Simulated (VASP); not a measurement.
Input of a VASP 6.6.1 run:

The input POSCAR:

```
AlRu
1.0
    2.9609714550      0.0000000000      0.0000000000
    0.0000000000      2.9609714550      0.0000000000
    0.0000000000      0.0000000000      2.9609714550
Ru Al
1 1
Direct
    0.5000000000      0.5000000000      0.5000000000
    0.0000000000      0.0000000000      0.0000000000
```

Contents of INCAR.step1:

```
ALGO = Normal ; EDIFF = 1E-5
ENCUT = 520 ; GGA = PE
ISIF = 2 ; ISMEAR = -1
LASPH = True ; LCHARG = False
LREAL = False ; LWAVE = True
NBANDS = 16 ; NELM = 60
PREC = Accurate ; SIGMA = 0.05
```

INCAR.step2

```
AEXX = 0.25 ; ALGO = Normal
EDIFF = 1E-7 ; ENCUT = 520
GGA = PS ; HFSCREEN = 0.207
ISIF = 2 ; ISMEAR = -1
ISTART = 1 ; LASPH = True
LCHARG = False ; LHFCALC = True
LREAL = False ; LWAVE = False
NBANDS = 16 ; NELM = 60
PREC = Accurate ; PRECFOCK = Normal
SIGMA = 0.05
```

File KPOINTS:

```
k-points
0
Gamma
  5 5 5
```

Potentials or basis: VASP PAW PBE potentials, release 64 (Ru_pv, Al).

Launch:

```sh
$ cat potpaw_PBE.64/Ru_pv/POTCAR potpaw_PBE.64/Al/POTCAR > POTCAR
$ cp INCAR.step1 INCAR
$ mpirun -np 1 vasp_std > vasp.out
$ cp INCAR.step2 INCAR
$ mpirun -np 1 vasp_std > vasp.out
```

**Question.** Predict the pressure.

**Answer.** 0.3 GPa.

Caveat: the k points lie up to 0.42 Å⁻¹ apart; the PAW data sets were made with another functional, which shifts forces and pressure a little.
